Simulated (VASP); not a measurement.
# Li27CO2 in VASP: single point with PBEsol

Aim: the single point of Li27CO2 with PBEsol.

All numbers are computed with VASP 6.6.1; they aren't measurements. Logs are shortened: lines on timing, memory, paths and dates and some standing lists are left out, and cuts for length are marked.

### 1 The cell of the first run

The cell holds a slab with vacuum, 30 atoms: a = 10.470 Å, b = 9.067 Å, c = 15.936 Å, α = 90.00°, β = 90.00°, γ = 54.74°.

### 2 Single point, PBEsol

Contents of INCAR:

```
SYSTEM = Li27CO2
ALGO = Normal
EDIFF = 1E-6
ENCUT = 520
GGA = PS
ISIF = 2
ISMEAR = 0
LASPH = .True.
LCHARG = .False.
LREAL = Auto
LWAVE = .False.
NBANDS = 70
NELM = 60
PREC = Accurate
SIGMA = 0.15
```

Contents of KPOINTS:

```
k-points
0
Gamma
  2 2 1
  0 0 0
```

Contents of POSCAR:

```
Li27CO2
1.0
   10.4700000000      0.0000000000      0.0000000000
    5.2350000000      7.4034080000      0.0000000000
    0.0000000000      0.0000000000     15.9356050000
Li C O
27 1 2
Direct
    0.0000000000      0.0000000000      0.0627526000
    0.3333333000      0.0000000000      0.0627526000
    0.6666667000      0.0000000000      0.0627526000
    0.0000000000      0.3333333000      0.0627526000
    0.3333333000      0.3333333000      0.0627526000
    0.6666667000      0.3333333000      0.0627526000
    0.0000000000      0.6666667000      0.0627526000
    0.3333333000      0.6666667000      0.0627526000
    0.6666667000      0.6666667000      0.0627526000
   -0.1988027177      0.3977867190      0.2093139871
    0.1431845471      0.3901092360      0.2145723013
    0.4666837153      0.3900235352      0.2146300913
   -0.1970672347      0.7281242467      0.2076390487
    0.1347722745      0.7309467357      0.2075181328
    0.4691761927      0.7278645661      0.2078098320
   -0.1949451507      1.0622614611      0.2097664765
    0.1326182797      1.0624560950      0.2097472829
    0.4701047558      1.0597134173      0.2127336532
    0.0009379247     -0.0015212811      0.3600900573
    0.3260815704      0.0039822616      0.3556399892
    0.6698735863      0.0042869429      0.3555990182
   -0.0088027577      0.3400014406      0.3579582646
    0.3314305622      0.3369874008      0.3811165555
    0.6692358907      0.3398560508      0.3579704235
   -0.0040790525      0.6716718029      0.3512158754
    0.3324392340      0.6713264512      0.3514749705
    0.6609753789      0.6783315296      0.3558137174
    0.2487927575      0.4934443860      0.5576265255
    0.1877207954      0.6080150534      0.6072914314
    0.3121936061      0.3744967932      0.5086858566
```

Potentials or basis: VASP PAW PBE potentials, release 64 (Li_sv, C, O).

Started as:

```
cat potpaw_PBE.64/Li_sv/POTCAR potpaw_PBE.64/C/POTCAR potpaw_PBE.64/O/POTCAR > POTCAR
mpirun -np 1 vasp_std > vasp.out
```

OUTCAR:

```text
SYSTEM = Li27CO2
   EDIFF = 1E-6
   ENCUT = 520
   GGA = PS
   ISIF = 2
   ISMEAR = 0
   LASPH = .True.
   LREAL = Auto
   NELM = 60
   PREC = Accurate

 ion  position               nearest neighbor table
   1  0.000  0.000  0.063-
   2  0.333  0.000  0.063-
   3  0.667  0.000  0.063-
   4  0.000  0.333  0.063-
   5  0.333  0.333  0.063-
   6  0.667  0.333  0.063-
[... 14 lines left out ...]
  21  0.670  0.004  0.356-
  22  0.991  0.340  0.358-
  23  0.331  0.337  0.381-  30 2.05
  24  0.669  0.340  0.358-
  25  0.996  0.672  0.351-
  26  0.332  0.671  0.351-
  27  0.661  0.678  0.356-
  28  0.249  0.493  0.558-  29 1.16  30 1.18
  29  0.188  0.608  0.607-  28 1.16
  30  0.312  0.374  0.509-  28 1.18  23 2.05

  LATTYP: Found a base centered orthorhombic cell.
 ALAT       =    10.4700000000
 B/A-ratio  =     1.4142135626
 C/A-ratio  =     1.5220253104

  Lattice vectors:

 A1 = (   5.2350000000,  -7.4034080000,   0.0000000000)
 A2 = (   5.2350000000,   7.4034080000,   0.0000000000)
 A3 = (   0.0000000000,   0.0000000000,  15.9356050000)

Analysis of symmetry for initial positions (statically):
=====================================================================
 Subroutine PRICEL returns:
 Original cell was already a primitive cell.

 Routine SETGRP: Setting up the symmetry group for a
 base centered orthorhombic supercell.

 Subroutine GETGRP returns: Found  1 space group operations
 (whereof  1 operations were pure point group operations)
 out of a pool of  8 trial point group operations.

The static configuration has the point symmetry C_1 .

Analysis of symmetry for dynamics (positions and initial velocities):
=====================================================================
 Subroutine PRICEL returns:
 Original cell was already a primitive cell.

 Routine SETGRP: Setting up the symmetry group for a
 base centered orthorhombic supercell.

 Subroutine GETGRP returns: Found  1 space group operations
 (whereof  1 operations were pure point group operations)
 out of a pool of  8 trial point group operations.

The dynamic configuration has the point symmetry C_1 .

 Subroutine INISYM returns: Found  1 space group operations
 (whereof  1 operations are pure point group operations),
 and found     1 'primitive' translations

----------------------------------------------------------------------------------------

                                     Primitive cell

  volume of cell :    1235.2274

  direct lattice vectors                    reciprocal lattice vectors
    10.470000000  0.000000000  0.000000000     0.095510984 -0.067536464  0.000000000
     5.235000000  7.403408000  0.000000000     0.000000000  0.135072929  0.000000000
     0.000000000  0.000000000 15.935605000     0.000000000  0.000000000  0.062752559

  length of vectors
    10.470000000  9.067285978 15.935605000     0.116976588  0.135072929  0.062752559

  position of ions in fractional coordinates (direct lattice)
     0.000000000  0.000000000  0.062752600
     0.333333300  0.000000000  0.062752600
     0.666666700  0.000000000  0.062752600
     1.000000000  0.333333300  0.062752600
     0.333333300  0.333333300  0.062752600
     0.666666700  0.333333300  0.062752600
[... 22 lines left out ...]
     0.187720795  0.608015053  0.607291431
     0.312193606  0.374496793  0.508685857

  ion indices of the primitive-cell ions
   primitive index   ion index
                 1           1
                 2           2
                 3           3
                 4           4
                 5           5
                 6           6
[... 22 lines left out ...]
                29          29
                30          30

----------------------------------------------------------------------------------------

 KPOINTS: k-points

Automatic generation of k-mesh.
 Grid dimensions read from file:
 generate k-points for:    2    2    1

 Generating k-lattice:

  Cartesian coordinates                     Fractional coordinates (reciprocal lattice)
     0.047755492 -0.033768232  0.000000000     0.500000000 -0.000000000  0.000000000
     0.000000000  0.067536464  0.000000000     0.000000000  0.500000000  0.000000000
     0.000000000  0.000000000  0.062752559     0.000000000  0.000000000  1.000000000

  Length of vectors
     0.058488294  0.067536464  0.062752559

  Shift w.r.t. Gamma in fractional coordinates (k-lattice)
     0.000000000  0.000000000  0.000000000

 Subroutine IBZKPT returns following result:
 ===========================================

 Found      4 irreducible k-points:

 Following reciprocal coordinates:
            Coordinates               Weight
  0.000000  0.000000  0.000000      1.000000
  0.500000 -0.000000  0.000000      1.000000
  0.500000  0.500000  0.000000      1.000000
  0.000000  0.500000  0.000000      1.000000
   k-points           NKPTS =      4   k-points in BZ     NKDIM =      4   number of bands    NBANDS=     70
   number of dos      NEDOS =    301   number of ions     NIONS =     30
   total plane-waves  NPLWV = 672000
   dimension x,y,z NGX =    80 NGY =   70 NGZ =  120
   dimension x,y,z NGXF=   160 NGYF=  140 NGZF=  240
   ions per type =              27   1   2
   NGX,Y,Z   is equivalent  to a cutoff of  12.70, 12.83, 12.52 a.u.
   NGXF,Y,Z  is equivalent  to a cutoff of  25.41, 25.67, 25.04 a.u.
 SYSTEM =  Li27CO2
   PREC   = accura    normal or accurate (medium, high low for compatibility)
   ISTART =      0    job   : 0-new  1-cont  2-samecut
   ICHARG =      2    charge: 1-file 2-atom 10-const
   ISPIN  =      1    spin polarized calculation?
   LNONCOLLINEAR =      F non collinear calculations
   LSORBIT =      F    spin-orbit coupling
   LASPH  =      T    aspherical Exc in radial PAW
   ENCUT  =  520.0 eV  38.22 Ry    6.18 a.u.  19.47 16.86 29.63*2*pi/ulx,y,z
   NELM   =     60;   NELMIN=  2; NELMDL= -5     # of ELM steps
   EDIFF  = 0.1E-05   stopping-criterion for ELM
   LREAL  =      T    real-space projection
   EDIFFG = 0.1E-04   stopping-criterion for IOM
   NSW    =      0    number of steps for IOM
   IBRION =     -1    ionic relax: 0-MD 1-quasi-New 2-CG
   NFREE  =      0    steps in history (QN), initial steepest desc. (CG)
   ISIF   =      2    stress and relaxation
   ISYM   =      2    0-nonsym 1-usesym 2-fastsym
   POTIM  = 0.5000    time-step for ionic-motion
   TEBEG  =    0.0;   TEEND  =   0.0 temperature during run
   PSTRESS=    0.0 pullay stress
   NELECT =      97.0000    total number of electrons
   NUPDOWN=      -1.0000    fix difference up-down
   EMIN   =  10.00;   EMAX   =-10.00  energy-range for DOS
   EFERMI =   0.00;   METHOD = LEGACY
   ISMEAR =     0;   SIGMA  =   0.15  broadening in eV -4-tet -1-fermi 0-gaus
   EFERMI_NEDOS =   21; number of points for ismear=-14 and -15
   IALGO  =     38    algorithm
   IMIX   =      4    mixing-type and parameters
     AMIX     =   0.40;   BMIX     =  1.00
     AMIX_MAG =   1.60;   BMIX_MAG =  1.00
  volume/ion in A,a.u.               =      41.17       277.86
  Fermi-wavevector in a.u.,A,eV,Ry     =   0.701051  1.324795  6.686894  0.491473
  Thomas-Fermi vector in A             =   1.785372
   LORBIT       =      0    0 simple, 1 ext, 2 COOP (PROOUT), +10 PAW based schemes
   GGA     = PS    functional components
   LHFCALC =     F    Hartree Fock is set to
   AEXX    =    0.0000 exact exchange contribution
   IVDW    =     0    specifies the selected vdW correction
   LEPSILON=     F    determine dielectric tensor
   LRPA    =     F    only Hartree local field effects (RPA)
 non-spin polarized calculation
 Gauss-broadening in eV      SIGMA  =   0.15
  energy-cutoff  :      520.00
  volume of cell :     1235.23
 maximum number of plane-waves:     33311
 NGX is ok and might be reduce to    80
   NGX = 39   NGY = 33   NGZ = 59

 number of electron      96.9999981 magnetization

 Free energy of the ion-electron system (eV)
  ---------------------------------------------------
  ext. energy  EPLUGINS =         0.00000000
  ---------------------------------------------------
  free energy    TOTEN  =       -71.88763624 eV

  energy without entropy =      -71.69752949  energy(sigma->0) =      -71.79258286

 E-fermi :  -1.2093     XC(G=0):  -4.4106

 val. band max:       -1.2471259613   @ k =   0.0000   0.5000   0.0000
 cond. band min:      -1.1636504258   @ k =   0.0000   0.5000   0.0000
 fundamental gap:      0.0834755355
 Fermi energy:        -1.2092589386

 k-point     1 :       0.0000    0.0000    0.0000
  band No.  band energies     occupation
      1     -47.7975      2.00000
      2     -47.6422      2.00000
      3     -47.6296      2.00000
      4     -47.6280      2.00000
      5     -47.6261      2.00000
      6     -47.6249      2.00000
[... 52 lines left out ...]
     59       0.4700      0.00000
     60       0.5407      0.00000

 k-point     2 :       0.5000   -0.0000    0.0000
  band No.  band energies     occupation
      1     -47.7975      2.00000
      2     -47.6422      2.00000
      3     -47.6295      2.00000
      4     -47.6279      2.00000
      5     -47.6260      2.00000
      6     -47.6249      2.00000
[... 52 lines left out ...]
     59      -0.0615      0.00000
     60      -0.0190      0.00000

 k-point     3 :       0.5000    0.5000    0.0000
  band No.  band energies     occupation
      1     -47.7975      2.00000
      2     -47.6422      2.00000
      3     -47.6295      2.00000
      4     -47.6279      2.00000
      5     -47.6260      2.00000
      6     -47.6249      2.00000
[... 52 lines left out ...]
     59      -0.0620      0.00000
     60      -0.0199      0.00000

 k-point     4 :       0.0000    0.5000    0.0000
  band No.  band energies     occupation
      1     -47.7975      2.00000
      2     -47.6422      2.00000
      3     -47.6294      2.00000
      4     -47.6280      2.00000
      5     -47.6260      2.00000
      6     -47.6248      2.00000
[... 52 lines left out ...]
     59      -0.0787      0.00000
     60      -0.0528      0.00000
 [bands above 60 left out]

------------------------ aborting loop because EDIFF is reached ----------------------------------------

  FORCE on cell =-STRESS in cart. coord.  units (eV):
  Direction    XX          YY          ZZ          XY          YZ          ZX
  --------------------------------------------------------------------------------------
  -------------------------------------------------------------------------------------
  Total       -4.3188047      1.3949149      0.0945959     -0.0386259      0.7574291     -0.0410082
  in kB       -5.6017952      1.8093032      0.1226975     -0.0501005      0.9824392     -0.0531905
  external PRESSURE =      -1.2232648 kB  Pullay stress =       0.0000000 kB

 VOLUME and BASIS-vectors are now :
 -----------------------------------------------------------------------------
  energy-cutoff  :      520.00
  volume of cell :     1235.23
      direct lattice vectors                 reciprocal lattice vectors
    10.470000000  0.000000000  0.000000000     0.095510984 -0.067536464  0.000000000
     5.235000000  7.403408000  0.000000000     0.000000000  0.135072929  0.000000000
     0.000000000  0.000000000 15.935605000     0.000000000  0.000000000  0.062752559

 POSITION                                       TOTAL-FORCE (eV/Angst)
 -----------------------------------------------------------------------------------
      0.00000      0.00000      1.00000        -0.000132     -0.000274     -0.038089
      3.49000      0.00000      1.00000         0.004450     -0.005251      0.011045
      6.98000      0.00000      1.00000        -0.004778     -0.002494      0.009785
      1.74500      2.46780      1.00000         0.012782      0.014349      0.021401
      5.23500      2.46780      1.00000         0.002023      0.008582     -0.002782
      8.72500      2.46780      1.00000        -0.013598      0.014426      0.023420
[... 22 lines left out ...]
      5.14840      4.50138      9.67756        -0.025002      0.548567      0.513474
      5.22916      2.77255      8.10622         0.022539     -0.453580     -0.413906
 -----------------------------------------------------------------------------------
    total drift:                               -0.001194     -0.012824      0.002238

  FREE ENERGIE OF THE ION-ELECTRON SYSTEM (eV)
  ---------------------------------------------------
  free  energy   TOTEN  =       -71.8876362404 eV

  energy  without entropy=      -71.6975294895  energy(sigma->0) =      -71.79258286
```

Wall time 20 min (1 thread of Intel Xeon Platinum 8488C (Sapphire Rapids), shared host); peak memory 1.3 GiB.

Results:

| Item | Value |
| --- | --- |
| Free energy | -71.8876 eV |
| Largest force | 0.752 eV/Å |

Forces in eV/Å, atoms in the order of the input:
```
Li   0.000  0.000 -0.038
Li   0.004 -0.005  0.011
Li  -0.005 -0.002  0.010
Li   0.013  0.014  0.021
Li   0.002  0.009 -0.003
Li  -0.014  0.014  0.023
Li   0.002 -0.012 -0.005
Li   0.001 -0.012 -0.004
Li  -0.002  0.001 -0.046
Li   0.002  0.001  0.000
Li   0.003  0.003  0.004
Li   0.001  0.002  0.002
Li  -0.004 -0.004 -0.002
Li  -0.003  0.002  0.000
Li  -0.002  0.000 -0.003
Li   0.003  0.002 -0.001
Li   0.001 -0.001  0.000
Li   0.001 -0.002  0.000
Li   0.000 -0.001  0.003
Li  -0.003 -0.001  0.000
Li   0.001 -0.003  0.004
Li  -0.001 -0.003  0.004
Li   0.000  0.002  0.017
Li  -0.001  0.001  0.003
Li   0.003  0.000  0.005
Li  -0.004 -0.002  0.005
Li   0.001 -0.002  0.004
C    0.003 -0.095 -0.115
O   -0.025  0.549  0.513
O    0.023 -0.454 -0.414
```

Caveat: the k points lie up to 0.42 Å⁻¹ apart; the cutoff is under 1.25 times the usual one of these potentials, so pressure, stress and relaxed cells hold a basis-set (Pulay) error; the PAW data sets were made with another functional, which shifts forces and pressure a little; an odd number of electrons without spin polarisation forces a metal; a magnetic or distorted state may lie lower.
